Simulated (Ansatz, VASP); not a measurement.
**Two plane-wave programs on BaOs3**

INCAR

```
  PREC = Accurate
  ENCUT = 560
  EDIFF = 1E-6
  ISMEAR = 0
  SIGMA = 0.05
  LREAL = F
  LASPH = T
  NELM = 120
  ALGO = Normal
  ISIF = 2
  LWAVE = F
  LCHARG = F
  GGA = PS
  NBANDS = 37
  GGA_COMPAT = F
```

File KPOINTS:

```
regular mesh
0
Gamma
  8 8 8
```

File POSCAR:

```
BaOs3
1.0
    4.1397703801      0.0000000000      0.0000000000
    0.0000000000      4.1397703801      0.0000000000
    0.0000000000      0.0000000000      4.1397703801
Ba Os
1 3
Direct
    0.0000000000      0.0000000000      0.0000000000
    0.0000000000      0.5000000000      0.5000000000
    0.5000000000      0.5000000000      0.0000000000
    0.5000000000      0.0000000000      0.5000000000
```

Input for Ansatz:

```yaml
crystal:
  lattice:
    - [4.1397703801, 0.0, 0.0]
    - [0.0, 4.1397703801, 0.0]
    - [0.0, 0.0, 4.1397703801]
  atoms:
    - { symbol: Ba, position: [0.0, 0.0, 0.0] }
    - { symbol: Os, position: [0.0, 0.5, 0.5] }
    - { symbol: Os, position: [0.5, 0.5, 0.0] }
    - { symbol: Os, position: [0.5, 0.0, 0.5] }
basis:
  ecutwfc: 420
  ecutrho_ratio: 4
kpoints:
  mp_grid: { grid: [8, 8, 8] }
hamiltonian:
  xc: pbesol
scf:
  occupations: { method: gaussian, width: 0.05 }
output:
  forces: true
  stress: true
  eigenvalues: true
```

Alike in both runs: task single point; functional PBEsol; k mesh 8 × 8 × 8; occupations gaussian, width 0.05 eV; no spin polarisation.

|  | VASP | Ansatz |
| --- | --- | --- |
| version | VASP 6.6.1 | Ansatz 0.2.0 |
| potentials or method | VASP PAW PBE potentials, release 64 (Ba_sv, Os_sv_GW), cutoff 560 eV | scalar-relativistic, plane waves, PAW |
| valence electrons in the cell | 58 | 58 |

Ansatz gave:

| Property | Result |
| --- | --- |
| gap on the k mesh at the Fermi level (eV) | none |
| pressure (GPa) | -3.0 |

Q: Which values does VASP return?

A: gap on the k mesh at the Fermi level (eV): none; pressure (GPa): 1.1.

VASP's potentials were made for PBE, not for PBEsol. A gap of «none» marks a metal or a gap that the smearing closes. One of these differences is far larger than is usual between the two programs; its cause wasn't traced.

Neither program's run includes spin-orbit coupling.
